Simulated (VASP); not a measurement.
AlNi3, 4 atoms in the cell. It takes space group Pm-3m (No. 221, cubic). Conventional cell: a = 3.526 Å, b = 3.526 Å, c = 3.526 Å, α = 90.00°, β = 90.00°, γ = 90.00°. Within 3.3 Å of Al (site symmetry m-3m) lie 12 Ni at 2.49 Å. Ni (site symmetry 4/mmm) has 4 Al at 2.49 Å and 8 Ni at 2.49 Å within 3.3 Å. 

```yaml
Program: VASP 6.6.1
Task: single point
Functional: r2SCAN
Potentials_or_basis: VASP PAW PBE potentials, release 64 (Al, Ni)
Cutoff: 520 eV
k_mesh: 12 × 12 × 12
Occupations: gaussian, width 0.1 eV
Spin: collinear spin, ferromagnetic start
Starting_moments: "[0.0, 0.39, 0.39, 0.39] μB"
Dipole_correction: no
Further_INCAR_settings: ALGO = Normal; EDIFF = 1e-07; NBANDS = 28
```

Potentials or basis: VASP PAW PBE potentials, release 64 (Al, Ni).

Command:

```bash
$ cat potpaw_PBE.64/Al/POTCAR potpaw_PBE.64/Ni/POTCAR > POTCAR
$ cp INCAR.step1 INCAR
$ mpirun -np 1 vasp_std > vasp.out
$ cp INCAR.step2 INCAR
$ mpirun -np 1 vasp_std > vasp.out
```

Hardware: 1 thread of Intel(R) Xeon(R) 6975P-C (Granite Rapids), with other jobs on the host.

Question: Estimate the wall time of this run.

Answer: It took 4.8 min on 1 thread of Intel(R) Xeon(R) 6975P-C (Granite Rapids) (shared host), peak memory 0.27 GiB. Counts: k points 84.
